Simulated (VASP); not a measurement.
Set up this calculation in VASP 6.6.1, as the native input.

```yaml
Task: single point
Functional: LDA
Potentials_or_basis: VASP PAW LDA potentials, release 64 (Ti_sv)
Cutoff: 520 eV
k_mesh: 10 × 10 × 6
Occupations: fermi-dirac, width 0.025 eV
Spin: collinear spin
Starting_moments: "[1.0, -0.5] μB"
Dipole_correction: no
Further_INCAR_settings: ALGO = Normal; EDIFF = 1e-06; NBANDS = 23
```

The structure of Ti lies in POSCAR:

```
Ti
1.0
    2.8702369800      0.0000000000      0.0000000000
   -1.4351184900      2.4856981395      0.0000000000
    0.0000000000      0.0000000000      4.5218314949
Ti
2
Direct
    0.6666666667      0.3333333333      0.7500000000
    0.3333333333      0.6666666667      0.2500000000
```

These files were run (other wordings do the same):

INCAR

```
SYSTEM = Ti
ALGO = Normal
EDIFF = 1E-6
ENCUT = 520
ISIF = 2
ISMEAR = -1
ISPIN = 2
LASPH = .True.
LCHARG = .False.
LMAXMIX = 4
LORBIT = 11
LREAL = .False.
LWAVE = .False.
MAGMOM = 1 -0.5
NBANDS = 23
NELM = 150
PREC = Accurate
SIGMA = 0.025
```

KPOINTS

```
k-points
0
Gamma
  10 10 6
  0 0 0
```

Potentials or basis: VASP PAW LDA potentials, release 64 (Ti_sv).

Command:

```sh
$ cat potpaw_LDA.64/Ti_sv/POTCAR > POTCAR
$ mpirun -np 1 vasp_std > vasp.out
```

It gave:

| Property | Result |
| --- | --- |
| Pressure | -0.5 GPa |
| Band gap on the k mesh | zero (filled and empty bands overlap) |
| Net moment | 0.00 μB per cell |
| Valence electrons inside the program's atomic spheres | Ti 10.37 |

Wall time 38 s on 1 thread of Intel(R) Xeon(R) Platinum 8488C (Sapphire Rapids) (shared host), peak memory 0.18 GiB.
